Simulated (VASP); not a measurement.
Set up this calculation in VASP 6.6.1, as the native input.

```yaml
Task: single point
Functional: PBE
Potentials_or_basis: VASP PAW PBE potentials, release 64 (Sn_d, O)
Cutoff: 520 eV
k_mesh: 4 × 4 × 4
Occupations: fermi-dirac, width 0.05 eV
Spin: no spin polarisation
Dipole_correction: no
Further_INCAR_settings: ALGO = Normal; EDIFF = 1e-07; NBANDS = 64
```

The structure of SnO2 lies in POSCAR:

```
SnO2
1.0
    5.1752560000      0.0000000000      0.0000000000
    0.0000000000      5.1752560000      0.0000000000
    0.0000000000      0.0000000000      5.1752560000
Sn O
4 8
Direct
    0.0000000000      0.0000000000      0.0000000000
    0.5000000000      0.0000000000      0.5000000000
    0.5000000000      0.5000000000      0.0000000000
    0.0000000000      0.5000000000      0.5000000000
    0.6610980000      0.8389020000      0.1610980000
    0.8389020000      0.1610980000      0.6610980000
    0.1610980000      0.6610980000      0.8389020000
    0.3389020000      0.3389020000      0.3389020000
    0.6610980000      0.6610980000      0.6610980000
    0.8389020000      0.3389020000      0.1610980000
    0.1610980000      0.8389020000      0.3389020000
    0.3389020000      0.1610980000      0.8389020000
```

These files were run (other wordings do the same):

INCAR

```
PREC = Accurate
ENCUT = 520
EDIFF = 1E-7
ISMEAR = -1
SIGMA = 0.05
LREAL = F
LASPH = T
NELM = 60
ALGO = Normal
ISIF = 2
LWAVE = F
LCHARG = T
GGA = PE
LELF = T
LVHAR = T
NBANDS = 64
```

KPOINTS

```
regular mesh
0
Gamma
  4 4 4
```

Potentials or basis: VASP PAW PBE potentials, release 64 (Sn_d, O).

The run is started by

```sh
$ cat potpaw_PBE.64/Sn_d/POTCAR potpaw_PBE.64/O/POTCAR > POTCAR
$ mpirun -np 1 vasp_std > vasp.out
```

Results of the run:

The pressure is 0.0 GPa. The largest force is 0.005 eV/Å. The band gap on the k mesh is 0.56 eV, indirect (least direct gap 0.62 eV).

Caveat: spin-orbit coupling is left out, which moves the levels of the heavy elements.

Run time: 2.6 min on 1 thread of AMD EPYC 7R43 64-Core Processor (Zen 3), on a shared host, peak memory 0.23 GiB.
